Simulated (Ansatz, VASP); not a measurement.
Hf in VASP and in Ansatz

Contents of INCAR:

```
PREC = Accurate
ENCUT = 520
EDIFF = 1E-7
ISMEAR = 0
SIGMA = 0.03
LREAL = False
LASPH = True
NELM = 80
ALGO = Normal
ISIF = 2
LWAVE = False
LCHARG = False
GGA = CA
NBANDS = 17
```

File KPOINTS:

```
Automatic mesh
0
Gamma
  12 12 7
```

The input POSCAR:

```
Hf
1.0
    3.1183974891      0.0000000000      0.0000000000
   -1.5591987445      2.7006114446      0.0000000000
    0.0000000000      0.0000000000      4.9475473504
Hf
2
Direct
    0.3333333333      0.6666666667      0.2500000000
    0.6666666667      0.3333333333      0.7500000000
```

Input for Ansatz:

```yaml
crystal:
  lattice:
    - [3.1183974891, 0.0, 0.0]
    - [-1.5591987445, 2.7006114446, 0.0]
    - [0.0, 0.0, 4.9475473504]
  atoms:
    - { symbol: Hf, position: [0.3333333333, 0.6666666667, 0.25] }
    - { symbol: Hf, position: [0.6666666667, 0.3333333333, 0.75] }
hamiltonian:
  xc: lda
  pseudopotentials:
    kind: paw
    azcp:
      Hf: "pseudopotentials/Hf.paw.azcp"
basis:
  ecutwfc: 420
  fft_grid_basis: typed
kpoints:
  mp_grid: { grid: [12, 12, 7], shift: [0, 0, 0] }
magnetization:
  spin_polarized: false
scf:
  occupations: { method: gaussian, width: 0.03 }
  lower_state_search: "off"
output:
  stress: true
```

Alike in both runs: task single point; functional LDA; k mesh 12 × 12 × 7; occupations gaussian, width 0.03 eV; no spin polarisation.

|  | VASP | Ansatz |
| --- | --- | --- |
| version | VASP 6.6.1 | Ansatz 0.2.0 |
| potentials or method | VASP PAW LDA potentials, release 64 (Hf_pv), cutoff 520 eV | plane waves (420 eV) with PAW, scalar-relativistic |
| valence electrons in the cell | 20 | 52 |

|  | VASP | Ansatz | Ansatz less VASP |
| --- | --- | --- | --- |
| pressure (GPa) | 0.2 | 0.1 | -0.06 |
| traceless stress, the component that is largest in VASP (GPa) | -0.17 | -0.15 | +0.019 |

Ansatz warns that its potentials were made for another functional, while VASP's fit it. LDA's correlation is that of Perdew and Zunger in VASP and of Perdew and Wang (1992) in Ansatz. VASP's potentials hold 20 valence electrons a cell and Ansatz's 52, so a difference there can come from the potentials and not from the codes.

Spin-orbit coupling is off throughout.
